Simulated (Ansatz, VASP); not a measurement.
# Two plane-wave programs on Cr

Contents of INCAR:

```
SYSTEM = Cr
  PREC = Accurate
  ENCUT = 520
  EDIFF = 1E-7
  ISMEAR = -1
  SIGMA = 0.03
  LREAL = .FALSE.
  LASPH = .TRUE.
  NELM = 150
  ALGO = Normal
  ISIF = 2
  LWAVE = .FALSE.
  LCHARG = .FALSE.
  ISPIN = 2
  MAGMOM = 3 3
  LORBIT = 11
  LMAXMIX = 4
  NBANDS = 23
```

Contents of KPOINTS:

```
regular mesh
0
G
  12 12 7
  0 0 0
```

The input POSCAR:

```
Cr
1.0
    2.6679911117      0.0000000000      0.0000000000
   -1.3339955559      2.3105480799      0.0000000000
    0.0000000000      0.0000000000      4.3352397947
Cr
2
Direct
    0.3333333333      0.6666666667      0.2500000000
    0.6666666667      0.3333333333      0.7500000000
```

Input for Ansatz:

```yaml
crystal:
  lattice:
    - [2.6679911117, 0.0, 0.0]
    - [-1.3339955559, 2.3105480799, 0.0]
    - [0.0, 0.0, 4.3352397947]
  atoms:
    - { symbol: Cr, position: [0.3333333333, 0.6666666667, 0.25], spin: 3.0 }
    - { symbol: Cr, position: [0.6666666667, 0.3333333333, 0.75], spin: 3.0 }
magnetization:
  spin_polarized: true
kpoints:
  mp_grid: { grid: [12, 12, 7] }
scf:
  occupations: { method: fermi_dirac, width: 0.03 }
  lower_state_search: "off"
hamiltonian:
  xc: lda
  pseudopotentials: { kind: paw }
output:
  forces: true
  stress: true
  eigenvalues: true
  populations: true
```

Change from the starting cell: volume scaled by 0.95, PAW files.

Alike in both runs: task single point; functional LDA; k mesh 12 × 12 × 7; occupations fermi-dirac, width 0.03 eV; collinear spin.

|  | VASP | Ansatz |
| --- | --- | --- |
| version | VASP 6.6.1 | Ansatz 0.2.0 |
| potentials or method | VASP PAW LDA potentials, release 64 (Cr_pv) | PAW with Ansatz's default frozen-core files, scalar-relativistic |
| plane-wave cutoff (eV) | 520 | 420 |
| valence electrons in the cell | 24 | 28 |

Ansatz gave:

* pressure (GPa): -33.5
* traceless stress, the component that is largest in VASP (GPa): 5.58
* net moment per atom (μB): 0.45
* size of the moment on the site where the two differ most (μB): 0.41

Task: Estimate VASP's values.

Result: Pressure (GPa): -33.9; traceless stress, the component that is largest in VASP (GPa): 5.81; net moment per atom (μB): 0.30; size of the moment on the site where the two differ most (μB): 0.28.

The net moments are unlike, so the other rows may belong to different states. LDA's correlation is that of Perdew and Zunger in VASP and of Perdew and Wang (1992) in Ansatz. Site moments also hang on the region over which each program counts them. Both programs put the cell under strong tension, so it lies far from rest at this level. VASP's potentials hold 24 valence electrons a cell and Ansatz's 28, so a difference there can come from the potentials and not from the codes.

Noted on VASP's run: the cell as given lies far from equilibrium.
